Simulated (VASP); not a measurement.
Set up this calculation in VASP 6.6.1, as the native input.

```
Task                   : single point
Functional             : PBE
Potentials or basis    : VASP PAW PBE potentials, release 64 (Sn_d, Se, Cu, Zn)
Cutoff                 : 520 eV
k mesh                 : 6 × 6 × 6
Occupations            : fermi-dirac, width 0.1 eV
Spin                   : no spin polarisation
Dipole correction      : no
Further INCAR settings : ALGO = Normal; EDIFF = 1e-06; NBANDS = 46
```

The structure of ZnCu2SnSe4 lies in POSCAR:

```
ZnCu2SnSe4
1.0
    0.0000000000      5.7673720276      0.0000000000
    5.7673720276      0.0000000000      0.0000000000
    2.8836860138      2.8836860138     -5.7625482490
Sn Se Cu Zn
1 4 2 1
Direct
    0.5000000000      0.5000000000      0.0000000000
    0.6243163196      0.6243163196      0.2708340517
    0.3756836804      0.8951503713      0.7291659483
    0.1048496287      0.1048496287      0.2708340517
    0.8951503713      0.3756836804      0.7291659483
    0.7500000000      0.2500000000      0.5000000000
    0.2500000000      0.7500000000      0.5000000000
    0.0000000000      0.0000000000      0.0000000000
```

The input as run:

INCAR

```
SYSTEM = ZnCu2SnSe4
ALGO     = Normal         ! electronic algorithm
EDIFF    = 1E-6           ! SCF threshold, eV
ENCUT    = 520            ! plane-wave cutoff, eV
GGA      = PE             ! functional
ISIF     = 2              ! what is computed and relaxed
ISMEAR   = -1             ! smearing method
LASPH    = .TRUE.         ! aspherical terms in the spheres
LCHARG   = .FALSE.        ! write CHGCAR
LREAL    = .FALSE.        ! projectors in reciprocal space
LWAVE    = .FALSE.        ! write WAVECAR
NBANDS   = 46             ! bands
NELM     = 100            ! most SCF steps
PREC     = Accurate       ! precision mode
SIGMA    = 0.1            ! smearing width, eV
```

KPOINTS

```
k-points
0
G
  6 6 6
  0 0 0
```

Potentials or basis: VASP PAW PBE potentials, release 64 (Sn_d, Se, Cu, Zn).

Launch:

```bash
$ cat potpaw_PBE.64/Sn_d/POTCAR potpaw_PBE.64/Se/POTCAR potpaw_PBE.64/Cu/POTCAR potpaw_PBE.64/Zn/POTCAR > POTCAR
$ mpirun -np 1 vasp_std > vasp.out
```

Results of the run:

```json
{"Pressure": "0.1 GPa", "Largest force": "0.019 eV/Å", "Band gap on the k mesh": "zero (bands 36 and 37 overlap by 0.06 eV)"}
```

Caveat: semilocal functionals underestimate gaps, and a narrow one can read as zero; spin-orbit coupling is left out, which moves the levels of the heavy elements.

Run time: 6.9 min on 1 thread of AMD EPYC 7R43 64-Core Processor (Zen 3) (shared host), peak memory 0.48 GiB.
